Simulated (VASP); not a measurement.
# C (Fm-3m) in VASP: a series of runs, part 2 of 2

VASP 6.6.1.

**3. Relaxation of cell and atoms, PBE**

This run uses another cell than the first one: it holds 3 atoms, not 6.

INCAR reads:

```
PREC     = Accurate       # precision mode
ENCUT    = 600            # plane-wave cutoff, eV
EDIFF    = 1E-7           # SCF threshold, eV
ISMEAR   = 0              # smearing method
SIGMA    = 0.1            # smearing width, eV
LREAL    = False          # projectors in reciprocal space
LASPH    = True           # aspherical terms in the spheres
NELM     = 120            # most SCF steps
ALGO     = Normal         # electronic algorithm
ISIF     = 3              # what is computed and relaxed
LWAVE    = False          # write WAVECAR
LCHARG   = False          # write CHGCAR
GGA      = PE             # functional
IBRION   = 2              # ionic algorithm
NSW      = 100            # ionic steps
EDIFFG   = -0.01          # ionic threshold
GGA_COMPAT= False        
NELMIN   = 4
```

KPOINTS reads:

```
Automatic mesh
0
Gamma
  18 18 18
```

POSCAR reads:

```
C
1.0
    0.0000000000      2.1662631933      2.1662631933
    2.1662631933      0.0000000000      2.1662631933
    2.1662631933      2.1662631933      0.0000000000
C
3
Direct
    0.2500000000      0.2500000000      0.2500000000
    0.7500000000      0.7500000000      0.7500000000
    0.0000000000      0.0000000000      0.0000000000
```

Potentials or basis: VASP PAW PBE potentials, release 64 (C).

Run with:

```sh
$ cat potpaw_PBE.64/C/POTCAR > POTCAR
$ mpirun -np 1 vasp_std > vasp.out
```

OUTCAR:

```text
PREC = Accurate
   ENCUT = 600
   EDIFF = 1E-7
   ISMEAR = 0
   LREAL = False
   LASPH = True
   NELM = 120
   ISIF = 3
   GGA = PE
   IBRION = 2
   NSW = 100
   EDIFFG = -0.01
   NELMIN = 4

 ion  position               nearest neighbor table
   1  0.250  0.250  0.250-   3 1.88   3 1.88   3 1.88   3 1.88
   2  0.750  0.750  0.750-   3 1.88   3 1.88   3 1.88   3 1.88
   3  0.000  0.000  0.000-   2 1.88   2 1.88   2 1.88   1 1.88   2 1.88   1 1.88   1 1.88   1 1.88

  LATTYP: Found a face centered cubic cell.
 ALAT       =     4.3325263866

  Lattice vectors:

 A1 = (   0.0000000000,   2.1662631933,   2.1662631933)
 A2 = (   2.1662631933,   0.0000000000,   2.1662631933)
 A3 = (   2.1662631933,   2.1662631933,   0.0000000000)

Analysis of symmetry for initial positions (statically):
=====================================================================
 Subroutine PRICEL returns:
 Original cell was already a primitive cell.

 Routine SETGRP: Setting up the symmetry group for a
 face centered cubic supercell.

 Subroutine GETGRP returns: Found 48 space group operations
 (whereof 48 operations were pure point group operations)
 out of a pool of 48 trial point group operations.

[... 218 lines left out ...]

 k-point     1 :       0.0000    0.0000    0.0000
  band No.  band energies     occupation
      1     -11.7154      2.00000
      2       5.7647      2.00000
      3       5.7647      2.00000
      4       5.7647      2.00000
      5       5.9769      2.00000
      6       5.9769      2.00000
      7       5.9769      2.00000
      8       6.1769      2.00000
      9       9.8150      0.00000
     10      14.0533      0.00000
[... 287 lines left out ...]
 k-point    24 :      -0.2222    0.0556    0.0000
  band No.  band energies     occupation
      1     -10.5622      2.00000
      2      -0.7249      2.00000
      3       2.8516      2.00000
      4       4.3831      2.00000
      5       5.8791      2.00000
      6       7.1179      2.00000
      7       7.7495      2.00000
      8       9.9109      0.00000
      9      12.4366      0.00000
     10      13.6625      0.00000

 [... further k-points ...]
[... 5 lines left out ...]
  --------------------------------------------------------------------------------------
  -------------------------------------------------------------------------------------
  Total       -0.0093640     -0.0093640     -0.0093640     -0.0000000     -0.0000000      0.0000000
  in kB       -0.7336991     -0.7336991     -0.7336991     -0.0000000     -0.0000000      0.0000000
  external PRESSURE =      -0.7336991 kB  Pullay stress =       0.0000000 kB

 VOLUME and BASIS-vectors are now :
 -----------------------------------------------------------------------------
  energy-cutoff  :      600.00
  volume of cell :       20.45
      direct lattice vectors                 reciprocal lattice vectors
    -0.000000000  2.170407645  2.170407645    -0.230371470  0.230371470  0.230371470
     2.170407645  0.000000000  2.170407645     0.230371470 -0.230371470  0.230371470
     2.170407645  2.170407645  0.000000000     0.230371470  0.230371470 -0.230371470

 POSITION                                       TOTAL-FORCE (eV/Angst)
 -----------------------------------------------------------------------------------
      1.08520      1.08520      1.08520         0.000000     -0.000000     -0.000000
      3.25561      3.25561      3.25561        -0.000000      0.000000      0.000000
      2.17041      0.00000      2.17041         0.000000     -0.000000     -0.000000
 -----------------------------------------------------------------------------------
    total drift:                                0.000000      0.000000      0.000000

  FREE ENERGIE OF THE ION-ELECTRON SYSTEM (eV)
  ---------------------------------------------------
  free  energy   TOTEN  =       -16.0429832504 eV

  energy  without entropy=      -16.0378393037  energy(sigma->0) =      -16.04041128

 reached required accuracy - stopping structural energy minimisation
```

OSZICAR:

```text
N       E                     dE             d eps       ncg     rms          rms(c)
DAV:   1     0.214556273907E+02    0.21456E+02   -0.72591E+03  3908   0.130E+03
DAV:   2    -0.140948205659E+02   -0.35550E+02   -0.33060E+02  4938   0.169E+02
DAV:   3    -0.160754148004E+02   -0.19806E+01   -0.18905E+01  5714   0.345E+01
[... 12 lines left out ...]
DAV:   2    -0.160430686891E+02    0.21245E-03   -0.23781E-04  5270   0.144E-01    0.615E-02
DAV:   3    -0.160429840817E+02    0.84607E-04   -0.15851E-04  4134   0.976E-02    0.546E-03
DAV:   4    -0.160429835442E+02    0.53753E-06   -0.10034E-06  6160   0.103E-02    0.386E-03
DAV:   5    -0.160429832810E+02    0.26327E-06   -0.47781E-08  2650   0.261E-03    0.690E-04
DAV:   6    -0.160429832504E+02    0.30505E-07   -0.60526E-09  2330   0.861E-04
   2 F= -.16042983E+02 E0= -.16040411E+02  d E =-.316347E-03
```

CONTCAR:

```text
C
   1.00000000000000
    -0.0000000000000000    2.1704076449661973    2.1704076449661973
     2.1704076449661973    0.0000000000000000    2.1704076449661973
     2.1704076449661973    2.1704076449661973    0.0000000000000000
  C
     3
Direct
     0.2500000000000000    0.2500000000000000    0.2500000000000000
     0.7500000000000000    0.7500000000000000    0.7500000000000000
     0.0000000000000000    1.0000000000000000    0.0000000000000000

  0.00000000E+00  0.00000000E+00  0.00000000E+00
  0.00000000E+00  0.00000000E+00  0.00000000E+00
  0.00000000E+00  0.00000000E+00  0.00000000E+00
```

Run time: 17 s. Hardware: 1 thread of Intel Xeon 6975P-C (Granite Rapids), shared host; peak memory 0.15 GiB.

What came out:

| Item | Value |
| --- | --- |
| Free energy | -16.0430 eV |
| Relaxed volume | 6.82 Å³/atom |
| Relaxed cell | a = 3.069 Å, b = 3.069 Å, c = 3.069 Å, α = 60.00°, β = 60.00°, γ = 60.00° |
| Space group after relaxing (to 0.05 Å) | Fm-3m (No. 225) |
| Energy gained by relaxing | 0.1 meV/atom |
| Ionic steps | 2 |
| Pressure after relaxing | -0.1 GPa |
| Band gap on the k mesh | zero (band 6 reaches 10.85 eV, above the bottom of band 7 at 5.98 eV) |

The path:
```csv
step,energy change (eV),largest force (eV/Å),pressure (GPa),volume (Å³)
1,0.0000,0.0000,0.94,20.33
2,-0.0003,0.0000,-0.07,20.45
```

Final structure:
```
C
1.0
     0.00000    2.17041    2.17041
     2.17041    0.00000    2.17041
     2.17041    2.17041    0.00000
C
3
Direct
  0.25000 0.25000 0.25000
  0.75000 0.75000 0.75000
  0.00000 0.00000 0.00000
```

Levels at points of the mesh, in eV from the Fermi level:
```
           k point  band 2  band 3  band 4  band 5  band 6  band 7  band 8  band 9  band 10
(0.00, 0.00, 0.00)   -3.20   -3.20   -3.20   -2.99   -2.99   -2.99   -2.79    0.85     5.09
(0.50, 0.00, 0.00)  -14.88   -5.75   -5.75   -3.97   -1.62   -1.62    0.94    6.25     6.95
(0.50, 0.50, 0.00)  -14.43   -8.87   -8.87   -8.02   -1.45    4.65    4.65    6.28     6.82
```
